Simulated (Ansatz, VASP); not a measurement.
# Al3GaN4 in VASP and in Ansatz

The input INCAR:

```
SYSTEM = Al3GaN4
PREC = Accurate
ENCUT = 520
EDIFF = 1E-8
ISMEAR = 0
SIGMA = 0.01
LREAL = .FALSE.
LASPH = .TRUE.
NELM = 60
ALGO = Normal
ISIF = 2
LWAVE = .FALSE.
LCHARG = .FALSE.
GGA = PS
LEFG = .TRUE.
NBANDS = 31
```

File KPOINTS:

```
regular mesh
0
G
  6 8 4
  0 0 0
```

Contents of POSCAR:

```
Al3GaN4
1.0
    5.0435406786      0.0000000000      0.0000222771
    0.0000000000      3.1303116401      0.0000000000
   -0.0033359440      0.0000000000      5.4180897072
Al Ga N
3 1 4
Direct
    0.5002746593      0.5000000000      0.1673499079
    0.0009213867      0.5000000000      0.8348141576
    0.0010948200      0.0000000000      0.3316728959
    0.4993998045      0.0000000000      0.6662033870
    0.1111632831      0.0000000000      0.6663213920
    0.1224511817      0.5000000000      0.1671533993
    0.6251031585      0.5000000000      0.8401896239
    0.6231907064      0.0000000000      0.3262962363
```

Input for Ansatz:

```yaml
crystal:
  lattice:
    - [5.0435406786, 0.0, 2.22771e-05]
    - [0.0, 3.1303116401, 0.0]
    - [-0.003335944, 0.0, 5.4180897072]
  atoms:
    - { symbol: Al, position: [0.5002746593, 0.5, 0.1673499079] }
    - { symbol: Al, position: [0.0009213867, 0.5, 0.8348141576] }
    - { symbol: Al, position: [0.00109482, 0.0, 0.3316728959] }
    - { symbol: Ga, position: [0.4993998045, 0.0, 0.666203387] }
    - { symbol: "N", position: [0.1111632831, 0.0, 0.666321392] }
    - { symbol: "N", position: [0.1224511817, 0.5, 0.1671533993] }
    - { symbol: "N", position: [0.6251031585, 0.5, 0.8401896239] }
    - { symbol: "N", position: [0.6231907064, 0.0, 0.3262962363] }
basis:
  ecutwfc: 420
kpoints:
  mp_grid: { grid: [6, 8, 4] }
hamiltonian:
  xc: pbesol
scf:
  occupations: { method: fixed }
output:
  forces: true
  stress: true
  eigenvalues: true
  efg: {}
  polarization: {}
checkpoint:
  read: start.run
  write: ck
  compress: false
  write_wavefunctions: false
  write_every: 100000
```

Alike in both runs: task electric field gradients; functional PBEsol; k mesh 6 × 8 × 4; no spin polarisation.

|  | VASP | Ansatz |
| --- | --- | --- |
| version | VASP 6.6.1 | Ansatz 0.2.0 |
| potentials or method | VASP PAW PBE potentials, release 64 (Al, Ga_d, N), cutoff 520 eV | scalar-relativistic, plane waves, PAW |
| occupations | gaussian, width 0.01 eV | fixed |
| valence electrons in the cell | 42 | 42 |

```csv
,VASP,Ansatz,Ansatz less VASP
gap on the k mesh at the Fermi level (eV),3.49,3.48,-0.017
least direct gap on the mesh (eV),3.49,3.48,-0.017
pressure (GPa),-0.1,0.0,+0.07
rms of the force components (eV/Å),0.004,0.000,-0.0037
size of Vzz on the site where it differs most (V/Å²),18.6,17.4,-1.18
```

VASP's potentials were made for PBE, not for PBEsol. Atom by atom the forces differ by 0.004 eV/Å (rms over components).
